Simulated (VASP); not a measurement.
A run of VASP 6.6.1:

File INCAR:

```
ALGO     = Normal         # electronic algorithm
EDIFF    = 1E-7           # SCF threshold, eV
ENCUT    = 520            # plane-wave cutoff, eV
GGA      = PE             # functional
ISIF     = 2              # what is computed and relaxed
ISMEAR   = -1             # smearing method
LASPH    = True           # aspherical terms in the spheres
LCHARG   = False          # write CHGCAR
LREAL    = False          # projectors in reciprocal space
LWAVE    = False          # write WAVECAR
NBANDS   = 14             # bands
NELM     = 60             # most SCF steps
PREC     = Accurate       # precision mode
SIGMA    = 0.08           # smearing width, eV
```

The input KPOINTS:

```
k-points
0
Gamma
  14 14 4
```

Contents of POSCAR:

```
Al
1.0
    2.5920459477      0.0000000000      0.0000000000
   -1.2960229738      2.2447776385      0.0000000000
    0.0000000000      0.0000000000      8.5328476391
Al
4
Direct
    0.0000000000      0.0000000000      0.0000000000
    0.0000000000      0.0000000000      0.5000000000
    0.3333333333      0.6666666667      0.2500000000
    0.6666666667      0.3333333333      0.7500000000
```

Potentials or basis: VASP PAW PBE potentials, release 64 (Al).

Launch:

```sh
$ cat potpaw_PBE.64/Al/POTCAR > POTCAR
$ mpirun -np 1 vasp_std > vasp.out
```

Hardware: 1 thread of Intel(R) Xeon(R) 6975P-C (Granite Rapids), on a shared host.

How long does it take, and how much memory?

It took 17 s on 1 thread of Intel(R) Xeon(R) 6975P-C (Granite Rapids), with other jobs on the host, peak memory 0.17 GiB. Counts: scf iterations 11, k points 72.
